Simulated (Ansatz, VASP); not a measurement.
**Two plane-wave programs on Pt**

Contents of INCAR:

```
SYSTEM = Pt
PREC = Accurate
ENCUT = 520
EDIFF = 1E-6
ISMEAR = -1
SIGMA = 0.05
LREAL = .False.
LASPH = .True.
NELM = 80
ALGO = Normal
ISIF = 2
LWAVE = .False.
LCHARG = .True.
GGA = B5
ALDAX = 1.0
AGGAX = 1.0
AGGAC = 1.0
ALDAC = 0.0
LELF = .True.
LVHAR = .True.
NBANDS = 11
```

The input KPOINTS:

```
Automatic mesh
0
Gamma
  12 12 12
  0 0 0
```

File POSCAR:

```
Pt
1.0
    0.0000000000      1.9609000000      1.9609000000
    1.9609000000      0.0000000000      1.9609000000
    1.9609000000      1.9609000000      0.0000000000
Pt
1
Direct
    0.0000000000      0.0000000000      0.0000000000
```

File input.yaml:

```yaml
crystal:
  lattice:
    - [0.0, 1.9609, 1.9609]
    - [1.9609, 0.0, 1.9609]
    - [1.9609, 1.9609, 0.0]
  atoms:
    - { symbol: Pt, position: [0.0, 0.0, 0.0] }
hamiltonian:
  xc: blyp
  pseudopotentials: { kind: paw }
kpoints:
  mp_grid: { grid: [12, 12, 12] }
  band_path:
    path:
      - [[0.0, 0.0, 0.0], [0.5, 0.0, 0.5], [0.5, 0.25, 0.75], [0.375, 0.375, 0.75], [0.0, 0.0, 0.0], [0.5, 0.5, 0.5], [0.625, 0.25, 0.625], [0.5, 0.25, 0.75], [0.5, 0.5, 0.5], [0.375, 0.375, 0.75]]
      - [[0.625, 0.25, 0.625], [0.5, 0.0, 0.5]]
    npoints: 14
scf:
  occupations: { method: fermi_dirac, width: 0.05 }
  n_extra_bands: 6
output:
  forces: true
  stress: true
  eigenvalues: true
  fatbands: true
```

Alike in both runs: functional BLYP; k mesh 12 × 12 × 12; occupations fermi-dirac, width 0.05 eV; no spin polarisation.

|  | VASP | Ansatz |
| --- | --- | --- |
| version | VASP 6.6.1 | Ansatz 0.2.0 |
| potentials or method | VASP PAW PBE potentials, release 64 (Pt) | Ansatz PAW |
| plane-wave cutoff (eV) | 520 | 420 |
| valence electrons in the cell | 10 | 18 |
| task | single point | band structure |

```csv
,VASP,Ansatz,Ansatz less VASP
gap on the k mesh at the Fermi level (eV),none,none,-
pressure (GPa),27.1,25.6,-1.56
```

VASP's potentials were made for PBE, not for BLYP. A gap of «none» marks a metal or a gap that the smearing closes. VASP's potentials hold 10 valence electrons a cell and Ansatz's 18, so a difference there can come from the potentials and not from the codes.

Spin-orbit coupling is off throughout.
